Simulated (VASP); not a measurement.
Input of a VASP 6.6.1 run:

File INCAR:

```
SYSTEM = Pt
ALGO = Fast
EDIFF = 1E-7
ENCUT = 520
GGA = PS
ISIF = 2
ISMEAR = 0
ISYM = 0
LASPH = .TRUE.
LCHARG = .TRUE.
LELF = .TRUE.
LREAL = .FALSE.
LVHAR = .TRUE.
LWAVE = .FALSE.
NBANDS = 11
NELM = 100
PREC = Accurate
SIGMA = 0.1
```

KPOINTS

```
k-points
0
G
  12 12 18
  0 0 0
```

The input POSCAR:

```
Pt
1.0
    2.8679135646     -0.0000000313     -0.0004233788
   -0.0000000313      2.8679135646     -0.0004233788
    1.4336793119      1.4336793119      1.8568559411
Pt
1
Direct
    0.0000000000      0.0000000000      0.0000000000
```

Potentials or basis: VASP PAW PBE potentials, release 64 (Pt).

Run with:

```bash
$ cat potpaw_PBE.64/Pt/POTCAR > POTCAR
$ mpirun -np 1 vasp_std > vasp.out
```

Problem. What does it give for the pressure?

Solution. -4.1 GPa.

Problem. Estimate the band gap on the k mesh.

Solution. Zero (band 5 reaches 11.65 eV, above the bottom of band 6 at 9.14 eV).

Stress tensor (GPa, compression positive):
```
-5.91 -0.02 -0.01
-0.02 -5.91 -0.01
-0.01 -0.01 -0.48
```

Caveat: the PAW data sets were made with another functional, which shifts forces and pressure a little; spin-orbit coupling is left out, which moves the levels of the heavy elements.
